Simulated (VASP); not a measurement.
Input of a VASP 6.6.1 run:

Contents of INCAR:

```
ALGO = Normal
EDIFF = 1E-6
EDIFFG = -0.005
ENCUT = 600
GGA = PE
IBRION = 2
ISIF = 3
ISMEAR = -1
LASPH = True
LCHARG = False
LREAL = False
LWAVE = False
NELM = 60
NSW = 32
PREC = Accurate
PSTRESS = 170.0
SIGMA = 0.05
```

File KPOINTS:

```
k-points
0
Gamma
  12 12 12
```

The input POSCAR:

```
TePb
1.0
    3.6848871410      0.0000000000      0.0000000000
    0.0000000000      3.6848871410      0.0000000000
    0.0000000000      0.0000000000      3.6848871410
Pb Te
1 1
Direct
    0.0000000000      0.0000000000      0.0000000000
    0.5000000000      0.5000000000      0.5000000000
```

Potentials or basis: VASP PAW PBE potentials, release 64 (Pb_d, Te).

Run with:

```bash
$ cat potpaw_PBE.64/Pb_d/POTCAR potpaw_PBE.64/Te/POTCAR > POTCAR
$ mpirun -np 1 vasp_std > vasp.out
```

Task: What does it give for the relaxed volume?

Result: 24.99 Å³/atom.

Task: Predict the space group after relaxing (to 0.05 Å).

Result: Pm-3m (No. 221).

Task: Estimate the relaxed cell.

Result: a = 3.684 Å, b = 3.684 Å, c = 3.684 Å, α = 90.00°, β = 90.00°, γ = 90.00°.

Task: Predict the band gap on the k mesh.

Result: Zero (band 10 reaches 10.15 eV, above the bottom of band 11 at 7.70 eV).

The path:
| step | energy change (eV) | largest force (eV/Å) | pressure (GPa) | volume (Å³) |
| --- | --- | --- | --- | --- |
| 1 | 0.0000 | 0.0000 | 16.96 | 50.03 |
| 2 | 0.0051 | 0.0000 | 17.03 | 49.99 |

Caveat: the cell is relaxed towards a set pressure, so the enthalpy falls and the energy may rise; spin-orbit coupling is left out, which moves the levels of the heavy elements.
